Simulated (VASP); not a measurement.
Set up this calculation in VASP 6.6.1, as the native input.

```
Task                   : relaxation of cell and atoms
Functional             : BLYP
Dispersion             : D3(BJ)
Potentials or basis    : VASP PAW PBE potentials, release 64 (Ca_sv, O)
Cutoff                 : 600 eV
k mesh                 : 10 × 10 × 10
Occupations            : fermi-dirac, width 0.05 eV
Spin                   : no spin polarisation
Dipole correction      : no
Further INCAR settings : ALGO = Normal; EDIFF = 1e-06; IBRION = 2; EDIFFG = -0.01; NSW = 60; ISIF = 3
```

The structure of CaO lies in POSCAR:

```
CaO
1.0
    0.0000000000      2.4035556960      2.4035556960
    2.4035556960      0.0000000000      2.4035556960
    2.4035556960      2.4035556960      0.0000000000
Ca O
1 1
Direct
    0.0000000000      0.0000000000      0.0000000000
    0.5000000000      0.5000000000      0.5000000000
```

These files were run (other wordings do the same):

INCAR

```
PREC     = Accurate       # precision mode
ENCUT    = 600            # plane-wave cutoff, eV
EDIFF    = 1E-6           # SCF threshold, eV
ISMEAR   = -1             # smearing method
SIGMA    = 0.05           # smearing width, eV
LREAL    = F              # projectors in reciprocal space
LASPH    = T              # aspherical terms in the spheres
NELM     = 100            # most SCF steps
ALGO     = Normal         # electronic algorithm
ISIF     = 3              # what is computed and relaxed
LWAVE    = F              # write WAVECAR
LCHARG   = F              # write CHGCAR
GGA      = B5             # functional
ALDAX    = 1.0          
AGGAX    = 1.0          
AGGAC    = 1.0          
ALDAC    = 0.0          
IVDW     = 12             # dispersion correction
VDW_S6   = 1.0          
VDW_S8   = 2.6996       
VDW_A1   = 0.4298       
VDW_A2   = 4.2359       
IBRION   = 2              # ionic algorithm
NSW      = 60             # ionic steps
EDIFFG   = -0.01          # ionic threshold
```

KPOINTS

```
regular mesh
0
Gamma
  10 10 10
```

Potentials or basis: VASP PAW PBE potentials, release 64 (Ca_sv, O).

The run is started by

```bash
$ cat potpaw_PBE.64/Ca_sv/POTCAR potpaw_PBE.64/O/POTCAR > POTCAR
$ mpirun -np 1 vasp_std > vasp.out
```

It gave:

The relaxed volume is 13.58 Å³/atom and the relaxed cell is a = 3.374 Å, b = 3.374 Å, c = 3.374 Å, α = 60.00°, β = 60.00°, γ = 60.00°. The space group after relaxing (to 0.1 Å) is Fm-3m (No. 225), the energy gained by relaxing is 2.5 meV/atom and the ionic steps are 3. The pressure after relaxing is 0.0 GPa and the band gap on the k mesh is 3.73 eV (least direct gap 4.09 eV). The dispersion energy per atom is -0.641 eV.

Caveat: the PAW data sets were made with another functional, which shifts forces and pressure a little.

It took 41 s on 1 thread of Intel(R) Xeon(R) 6975P-C (Granite Rapids) (shared host), peak memory 0.19 GiB.
